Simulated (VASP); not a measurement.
Wanted: the native input for a VASP 6.6.1 run.

```yaml
Task: single point
Functional: revPBE
Potentials_or_basis: VASP PAW PBE potentials, release 64 (Tl_d)
Cutoff: 520 eV
k_mesh: 7 × 7 × 10
Occupations: fermi-dirac, width 0.1 eV
Spin: no spin polarisation
Dipole_correction: no
Further_INCAR_settings: ALGO = Normal; EDIFF = 1e-06; NBANDS = 26
```

The structure of Tl lies in POSCAR:

```
Tl
1.0
    5.4899490794      0.0000000000      0.0000000000
   -2.7449745397      4.7544353682      0.0000000000
    0.0000000000      0.0000000000      3.3758243722
Tl
3
Direct
    1.0000000000      1.0000000000      1.0000000000
    0.3333333333      0.6666666667      0.5000000000
    0.6666666667      0.3333333333      0.5000000000
```

This isn't the form of Tl at room conditions, which is hcp.

One way to write it, as run:

INCAR

```
  PREC = Accurate
  ENCUT = 520
  EDIFF = 1E-6
  ISMEAR = -1
  SIGMA = 0.1
  LREAL = False
  LASPH = True
  NELM = 60
  ALGO = Normal
  ISIF = 2
  LWAVE = False
  LCHARG = False
  GGA = RE
  NBANDS = 26
```

KPOINTS

```
regular mesh
0
Gamma
  7 7 10
```

Potentials or basis: VASP PAW PBE potentials, release 64 (Tl_d).

Launch:

```console
$ cat potpaw_PBE.64/Tl_d/POTCAR > POTCAR
$ mpirun -np 1 vasp_std > vasp.out
```

It gave:

The pressure is 3.6 GPa. The band gap on the k mesh is zero (an odd number of electrons rules out a gap without spin polarisation).

Caveat: the cell stands under pressure; the PAW data sets were made with another functional, which shifts forces and pressure a little; spin-orbit coupling is left out, which moves the levels of the heavy elements.

Run time: 36 s on 1 thread of Intel(R) Xeon(R) 6975P-C (Granite Rapids), with other jobs on the host, peak memory 0.25 GiB.
